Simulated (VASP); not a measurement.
Input of a VASP 6.6.1 run:

Contents of INCAR:

```
SYSTEM = CoSi2
  ALGO = Normal
  EDIFF = 1E-7
  EDIFFG = -0.01
  ENCUT = 600
  GGA = PS
  GGA_COMPAT = .FALSE.
  IBRION = 2
  ISIF = 3
  ISMEAR = 0
  LASPH = .TRUE.
  LCHARG = .FALSE.
  LREAL = .FALSE.
  LWAVE = .FALSE.
  NELM = 120
  NELMIN = 4
  NSW = 80
  PREC = Accurate
  SIGMA = 0.1
```

Contents of KPOINTS:

```
k-points
0
G
  10 10 10
  0 0 0
```

POSCAR

```
CoSi2
1.0
   -2.7138807266      2.7138807266      2.4049646435
    2.7138807266     -2.7138807266      2.4049646435
    2.7138807266      2.7138807266     -2.4049646435
Co Si
2 4
Direct
    0.2500000000      0.2500000000      0.0000000000
    0.7500000000      0.7500000000      0.0000000000
    0.6576006321      0.1576006321      0.8152012642
    0.1576006321      0.3423993679      0.5000000000
    0.3423993679      0.8423993679      0.1847987358
    0.8423993679      0.6576006321      0.5000000000
```

Potentials or basis: VASP PAW PBE potentials, release 64 (Co, Si).

The run is started by

```sh
$ cat potpaw_PBE.64/Co/POTCAR potpaw_PBE.64/Si/POTCAR > POTCAR
$ mpirun -np 1 vasp_std > vasp.out
```

Problem. Estimate the band gap on the k mesh.

Solution. Zero (bands 17 and 18 overlap by 2.09 eV).

Problem. Predict the relaxed cell.

Solution. a = 4.531 Å, b = 4.531 Å, c = 4.531 Å, α = 106.32°, β = 106.32°, γ = 115.99°.

Problem. Predict the space group after relaxing (to 0.1 Å).

Solution. I4/mcm (No. 140).

Stress tensor (GPa, compression positive):
```
-0.01  0.00  0.00
 0.00 -0.01  0.00
 0.00  0.00  0.13
```

Caveat: the PAW data sets were made with another functional, which shifts forces and pressure a little. Spin polarisation is off, so any magnetic state and its effect on volume and gap are missing.
